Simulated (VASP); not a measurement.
Here is a VASP 6.6.1 calculation.

POSCAR

```
Cu
1.0
   -1.4404924057      1.4404924057      1.3828129289
    1.4404924057     -1.4404924057      1.3828129289
    1.4404924057      1.4404924057     -1.3828129289
Cu
1
Direct
    0.0000000000      0.0000000000      0.0000000000
```

INCAR.step1

```
ALGO = Normal ; EDIFF = 1E-4
ENCUT = 520 ; GGA = PE
ISMEAR = 0 ; LASPH = T
LCHARG = F ; LREAL = F
LWAVE = T ; NBANDS = 12
NELM = 100 ; PREC = Accurate
SIGMA = 0.1
```

The input INCAR.step2:

```
ALGO = Normal ; EDIFF = 1E-7
ENCUT = 520 ; ISIF = 2
ISMEAR = 0 ; ISTART = 1
LASPH = T ; LCHARG = F
LMIXTAU = T ; LREAL = F
LWAVE = F ; METAGGA = R2SCAN
NBANDS = 12 ; NELM = 100
PREC = Accurate ; SIGMA = 0.1
```

File KPOINTS:

```
k-points
0
Gamma
  28 28 28
```

Potentials or basis: VASP PAW PBE potentials, release 64 (Cu).

The run is started by

```sh
$ cat potpaw_PBE.64/Cu/POTCAR > POTCAR
$ cp INCAR.step1 INCAR
$ mpirun -np 1 vasp_std > vasp.out
$ cp INCAR.step2 INCAR
$ mpirun -np 1 vasp_std > vasp.out
```

Task: Estimate the pressure.

Result: 0.7 GPa.

Caveat: the PAW data sets were made with another functional, which shifts forces and pressure a little.
